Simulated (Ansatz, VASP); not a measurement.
## Two plane-wave programs on Au

File INCAR:

```
SYSTEM = Au
AGGAC = 1.0
AGGAX = 1.0
ALDAC = 0.0
ALDAX = 1.0
ALGO = Normal
EDIFF = 1E-6
ENCUT = 520
GGA = B5
ISIF = 2
ISMEAR = -1
LASPH = .True.
LCHARG = .False.
LREAL = .False.
LWAVE = .False.
NBANDS = 18
NELM = 60
PREC = Accurate
SIGMA = 0.1
```

File KPOINTS:

```
k-points
0
Gamma
  14 14 7
  0 0 0
```

The input POSCAR:

```
Au
1.0
    3.0189724289      0.0000000000      0.0000000000
   -1.5094862144      2.6145068168      0.0000000000
    0.0000000000      0.0000000000      5.1352214945
Au
2
Direct
    0.3333333333      0.6666666667      0.2500000000
    0.6666666667      0.3333333333      0.7500000000
```

Input for Ansatz:

```yaml
crystal:
  lattice:
    - [3.0189724289, 0.0, 0.0]
    - [-1.5094862144, 2.6145068168, 0.0]
    - [0.0, 0.0, 5.1352214945]
  atoms:
    - { symbol: Au, position: [0.3333333333, 0.6666666667, 0.25] }
    - { symbol: Au, position: [0.6666666667, 0.3333333333, 0.75] }
hamiltonian:
  xc: blyp
  pseudopotentials:
    kind: paw
    azcp:
      Au: "pseudopotentials/Au.paw.azcp"
basis:
  ecutwfc: 420
  fft_grid_basis: typed
kpoints:
  mp_grid: { grid: [14, 14, 7], shift: [0, 0, 0] }
magnetization:
  spin_polarized: false
scf:
  occupations: { method: fermi_dirac, width: 0.1 }
  lower_state_search: "off"
output:
  stress: true
```

Alike in both runs: task single point; functional BLYP; k mesh 14 × 14 × 7; occupations fermi-dirac, width 0.1 eV; no spin polarisation.

|  | VASP | Ansatz |
| --- | --- | --- |
| version | VASP 6.6.1 | Ansatz 0.2.0 |
| potentials or method | VASP PAW PBE potentials, release 64 (Au), cutoff 520 eV | plane waves (420 eV) with PAW, scalar-relativistic |
| valence electrons in the cell | 22 | 38 |

VASP gave:

| Quantity | Value |
| --- | --- |
| pressure (GPa) | -3.0 |

Question: Estimate Ansatz's values.

Answer: Pressure (GPa): -3.4.

VASP's potentials were made for PBE, not for BLYP. VASP's potentials hold 22 valence electrons a cell and Ansatz's 38, so a difference there can come from the potentials and not from the codes.

Neither program's run includes spin-orbit coupling.
